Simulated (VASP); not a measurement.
# LiH (Fm-3m) in VASP: G0W0 quasiparticle levels with PBE

Aim: the G0W0 quasiparticle levels of LiH with PBE.

Program: VASP 6.6.1. These are calculated values, not measurements. Logs are shortened: lines on timing, memory, paths and dates and some standing lists are left out, and cuts for length are marked.

### 1 The cell of the first run

It takes space group Fm-3m (No. 225, cubic). The conventional cell has a = 4.006 Å, b = 4.006 Å, c = 4.006 Å, α = 90.00°, β = 90.00°, γ = 90.00°. Li (site symmetry m-3m) has 6 H at 2.00 Å within 2.7 Å. Within 2.7 Å of H (site symmetry m-3m) lie 6 Li at 2.00 Å.

### 2 G0W0 quasiparticle levels, PBE

POSCAR reads:

```
LiH
1.0
    0.0000000000      2.0029948777      2.0029948777
    2.0029948777      0.0000000000      2.0029948777
    2.0029948777      2.0029948777      0.0000000000
Li H
1 1
Direct
    0.0000000000      0.0000000000      0.0000000000
    0.5000000000      0.5000000000      0.5000000000
```

INCAR.step1 reads:

```
SYSTEM = LiH
ALGO     = Normal         ! electronic algorithm
EDIFF    = 1E-8           ! SCF threshold, eV
ENCUT    = 500            ! plane-wave cutoff, eV
GGA      = PE             ! functional
ISMEAR   = 0              ! smearing method
LASPH    = .TRUE.         ! aspherical terms in the spheres
LCHARG   = .FALSE.        ! write CHGCAR
LREAL    = .FALSE.        ! projectors in reciprocal space
LWAVE    = .TRUE.         ! write WAVECAR
NELM     = 100            ! most SCF steps
PREC     = Accurate       ! precision mode
SIGMA    = 0.01           ! smearing width, eV
```

INCAR.step2 reads:

```
SYSTEM = LiH
ALGO     = Exact          ! electronic algorithm
EDIFF    = 1E-8           ! SCF threshold, eV
ENCUT    = 500            ! plane-wave cutoff, eV
GGA      = PE             ! functional
ISMEAR   = 0              ! smearing method
ISTART   = 1            
LASPH    = .TRUE.         ! aspherical terms in the spheres
LCHARG   = .FALSE.        ! write CHGCAR
LOPTICS  = .TRUE.         ! frequency-dependent dielectric function
LREAL    = .FALSE.        ! projectors in reciprocal space
LWAVE    = .TRUE.         ! write WAVECAR
NBANDS   = 31             ! bands
NELM     = 1              ! most SCF steps
PREC     = Accurate       ! precision mode
SIGMA    = 0.01           ! smearing width, eV
```

INCAR.step3 reads:

```
SYSTEM = LiH
ALGO     = EVGW0          ! electronic algorithm
EDIFF    = 1E-8           ! SCF threshold, eV
ENCUT    = 500            ! plane-wave cutoff, eV
ENCUTGW  = 80.0           ! cutoff of the response function
GGA      = PE             ! functional
ISMEAR   = 0              ! smearing method
ISTART   = 1            
LASPH    = .TRUE.         ! aspherical terms in the spheres
LCHARG   = .FALSE.        ! write CHGCAR
LREAL    = .FALSE.        ! projectors in reciprocal space
LWAVE    = .FALSE.        ! write WAVECAR
NBANDS   = 31             ! bands
NBANDSGW = 9            
NELMGW   = 1            
NOMEGA   = 96             ! frequency points
OMEGAMAX = 20           
PREC     = Accurate       ! precision mode
PRECFOCK = Fast         
SIGMA    = 0.01           ! smearing width, eV
```

KPOINTS reads:

```
k-points
0
G
  10 10 10
  0 0 0
```

Potentials or basis: VASP PAW PBE potentials, release 64 (Li_GW, H_GW).

Launch:

```
> cat potpaw_PBE.64/Li_GW/POTCAR potpaw_PBE.64/H_GW/POTCAR > POTCAR
> cp INCAR.step1 INCAR
> mpirun -np 1 vasp_std > vasp.out
> cp INCAR.step2 INCAR
> mpirun -np 1 vasp_std > vasp.out
> cp INCAR.step3 INCAR
> mpirun -np 1 vasp_std > vasp.out
```

OUTCAR:

```text
SYSTEM = LiH
   EDIFF = 1E-8
   ENCUT = 500
   ENCUTGW = 80.0
   GGA = PE
   ISMEAR = 0
   ISTART = 1
   LASPH = .TRUE.
   LREAL = .FALSE.
   NELMGW = 1
   PREC = Accurate
   PRECFOCK = Fast

 ion  position               nearest neighbor table
   1  0.000  0.000  0.000-   2 2.00   2 2.00   2 2.00   2 2.00   2 2.00   2 2.00
   2  0.500  0.500  0.500-   1 2.00   1 2.00   1 2.00   1 2.00   1 2.00   1 2.00

  LATTYP: Found a face centered cubic cell.
 ALAT       =     4.0059897554

  Lattice vectors:

 A1 = (   0.0000000000,   2.0029948777,   2.0029948777)
 A2 = (   2.0029948777,   0.0000000000,   2.0029948777)
 A3 = (   2.0029948777,   2.0029948777,   0.0000000000)

Analysis of symmetry for initial positions (statically):
=====================================================================
 Subroutine PRICEL returns:
 Original cell was already a primitive cell.

 Routine SETGRP: Setting up the symmetry group for a
 face centered cubic supercell.

 Subroutine GETGRP returns: Found 48 space group operations
 (whereof 48 operations were pure point group operations)
 out of a pool of 48 trial point group operations.

The static configuration has the point symmetry O_h .

Analysis of symmetry for dynamics (positions and initial velocities):
=====================================================================
 Subroutine PRICEL returns:
 Original cell was already a primitive cell.

 Routine SETGRP: Setting up the symmetry group for a
 face centered cubic supercell.

 Subroutine GETGRP returns: Found 48 space group operations
 (whereof 48 operations were pure point group operations)
 out of a pool of 48 trial point group operations.

The dynamic configuration has the point symmetry O_h .

 Subroutine INISYM returns: Found 48 space group operations
 (whereof 48 operations are pure point group operations),
 and found     1 'primitive' translations

----------------------------------------------------------------------------------------

                                     Primitive cell

  volume of cell :      16.0720

[... 76 lines left out ...]
   NGX,Y,Z   is equivalent  to a cutoff of  14.09, 14.09, 14.09 a.u.
   NGXF,Y,Z  is equivalent  to a cutoff of  28.17, 28.17, 28.17 a.u.
 SYSTEM =  LiH
   PREC   = accura    normal or accurate (medium, high low for compatibility)
   ISTART =      1    job   : 0-new  1-cont  2-samecut
   ICHARG =      0    charge: 1-file 2-atom 10-const
   ISPIN  =      1    spin polarized calculation?
   LNONCOLLINEAR =      F non collinear calculations
   LSORBIT =      F    spin-orbit coupling
   LASPH  =      T    aspherical Exc in radial PAW
   ENCUT  =  500.0 eV  36.75 Ry    6.06 a.u.   5.16  5.16  5.16*2*pi/ulx,y,z
   NELM   =     60;   NELMIN=  2; NELMDL=  0     # of ELM steps
   EDIFF  = 0.1E-07   stopping-criterion for ELM
   LREAL  =      F    real-space projection
   EDIFFG = 0.1E-06   stopping-criterion for IOM
   NSW    =      0    number of steps for IOM
   IBRION =     -1    ionic relax: 0-MD 1-quasi-New 2-CG
   NFREE  =      0    steps in history (QN), initial steepest desc. (CG)
   ISIF   =      0    stress and relaxation
   ISYM   =      3    0-nonsym 1-usesym 2-fastsym
   POTIM  = 0.5000    time-step for ionic-motion
   TEBEG  =    0.0;   TEEND  =   0.0 temperature during run
   PSTRESS=    0.0 pullay stress
   NELECT =       2.0000    total number of electrons
   NUPDOWN=      -1.0000    fix difference up-down
   EMIN   =  10.00;   EMAX   =-10.00  energy-range for DOS
   EFERMI =   0.00;   METHOD = LEGACY
   ISMEAR =     0;   SIGMA  =   0.01  broadening in eV -4-tet -1-fermi 0-gaus
   EFERMI_NEDOS =   21; number of points for ismear=-14 and -15
   IALGO  =     38    algorithm
   IMIX   =      4    mixing-type and parameters
     AMIX     =   0.40;   BMIX     =  1.00
     AMIX_MAG =   1.60;   BMIX_MAG =  1.00
  volume/ion in A,a.u.               =       8.04        54.23
  Fermi-wavevector in a.u.,A,eV,Ry     =   0.817325  1.544521  9.088975  0.668021
  Thomas-Fermi vector in A             =   1.927753
   LORBIT       =      0    0 simple, 1 ext, 2 COOP (PROOUT), +10 PAW based schemes
   GGA     = PE    functional components
   LHFCALC =     T    Hartree Fock is set to
   PRECFOCK=fast      Normal, Fast or Accurate (Low or Medium for compatibility)
   ENCUT4O =  -1.0   cutoff for four orbital integrals eV
   NKREDX  =     1    reduce k-point grid by
   NKREDY  =     1    reduce k-point grid by
   NKREDZ  =     1    reduce k-point grid by
   AEXX    =    1.0000 exact exchange contribution
   HFSCREEN=    0.0000 screening length (either q_TF or 0.3 A-1)
   HFSCREENC=   0.0000 screening length for correlation (either q_TF or 0.3 A-1)
   ENCUTFOCK=  -1.0 apply spherical cutoff to Coloumb kernel
   IVDW    =     0    specifies the selected vdW correction
   LEPSILON=     F    determine dielectric tensor
   LRPA    =     F    only Hartree local field effects (RPA)
   LRPAFORCE           =     F    calculate RPA forces
   ENCUTGW             =  80.0    cutoff for response function in eV
   ENCUTGWSOFT         =  64.0    soft cutoff for Coulomb kernel in GW response function in eV
   ENCUTLF             =  -1.0    cutoff for local field effects
   NELMGW              =     1    number of iterations in solving QP/BSE equation
   NELMHF              =     1    number of iterations in the inner HF iteration
   NKREDLFX            =     1    NKREDLFY  =   1   NKREDLFZ  =   1
 non-spin polarized calculation
 Gauss-broadening in eV      SIGMA  =   0.01
  energy-cutoff  :      500.00
  volume of cell :       16.07
 maximum number of plane-waves:       416
 NGX is ok and might be reduce to    24
  NGX = 14; NGY = 14; NGZ = 14
   NGX = 11   NGY = 11   NGZ = 11
 maximum number of plane-waves:        29
 NGX is ok and might be reduce to    10

 QP shifts <psi_nk| G(iteration)W_0 |psi_nk>: iteration 1
 for sc-GW calculations column KS-energies equals QP-energies in previous step
 and V_xc(KS)=  KS-energies - (<T + V_ion + V_H > + <T+V_H+V_ion>^1  + <V_x>^1)

 k-point   1 :       0.0000    0.0000    0.0000
  band No.  KS-energies  QP-energies   sigma(KS)   V_xc(KS)     V^pw_x(r,r')   Z            occupation Imag(sigma)

      1      -8.1243      -9.5029     -11.4120      -9.3468     -15.1906       0.6676       2.0000       0.1984
      2      13.4588      14.3790     -10.0033     -11.2945      -4.1553       0.7127       0.0000      -0.9231
      3      15.2648      16.3474      -6.4954      -7.9608      -1.3790       0.7388       0.0000      -0.5328
      4      15.2648      16.3474      -6.4954      -7.9608      -1.3790       0.7388       0.0000      -0.5328
      5      15.2648      16.3474      -6.4954      -7.9608      -1.3790       0.7388       0.0000      -0.5328
      6      19.9901      20.5157      -6.7053      -7.2628      -1.1023       0.9428       0.0000      -2.2001
      7      19.9901      20.5157      -6.7053      -7.2628      -1.1023       0.9428       0.0000      -2.2001
      8      19.9901      20.5157      -6.7053      -7.2628      -1.1023       0.9428       0.0000      -2.2001
      9      21.6360      22.3116      -5.9920      -6.7682      -0.8201       0.8703       0.0000      -1.8864
[... 290 lines left out ...]
      1      -4.9836      -6.2131     -11.5548      -9.8730     -13.9244       0.7310       2.0000       0.0824
      2       4.0442       4.8044      -7.9392      -8.9368      -4.1899       0.7620       0.0000      -0.0910
      3       7.8333       8.5555      -6.6697      -7.6460      -2.1114       0.7397       0.0000      -0.1942
      4       9.1673      10.0377      -6.5694      -7.7347      -1.9503       0.7470       0.0000      -0.2344
      5      13.6015      13.9092      -6.9035      -7.3031      -1.3853       0.7702       0.0000      -1.0367
      6      14.9177      15.6002      -7.0430      -7.9680      -1.5182       0.7379       0.0000      -0.8567
      7      26.9910      29.0700      -7.1512      -9.4811      -1.9072       0.8923       0.0000      -2.6233
      8      27.4719      29.2129      -6.1637      -8.2161      -1.1347       0.8483       0.0000      -2.1702
      9      30.0404      32.2400      -5.9445      -8.2460      -0.9638       0.9558       0.0000      -2.3841

 [... further k-points ...]
```

OUTCAR.step2:

```text
SYSTEM = LiH
   EDIFF = 1E-8
   ENCUT = 500
   GGA = PE
[... 942 lines left out ...]
  --------------------------------------------------------------------------------------------------------------
     0.00000     4.43407     4.43407     4.43407    -0.00000     0.00000     0.00000
     1.17340     4.63096     4.63096     4.63096    -0.00000     0.00000     0.00000
     2.34679     5.59904     5.59904     5.59904    -0.00000     0.00000     0.00000
     3.52019     2.64673     2.64673     2.64673    -0.00000     0.00000     0.00000
     4.69358     5.68800     5.68800     5.68800    -0.00000     0.00000     0.00000
     5.86698     1.21893     1.21893     1.21893     0.00000    -0.00000     0.00000
[... 92 lines left out ...]
   114.99271     0.98663     0.98663     0.98663     0.00000    -0.00000    -0.00000
   116.16611     0.98690     0.98690     0.98690     0.00000    -0.00000    -0.00000
```

It took 9.6 min on 1 thread of Intel Xeon 6975P-C (Granite Rapids), shared host; peak memory 0.64 GiB.

Results:

```
Quasiparticle gap                                   : 4.77 eV
Least direct quasiparticle gap                      : 4.77 eV
Band gap of the starting levels on the mesh         : 2.98 eV
Least direct gap of the starting levels on the mesh : 2.98 eV
```

Caveat: bands, screening cutoff and mesh are small and nothing is extrapolated, so the quasiparticle values aren't converged.
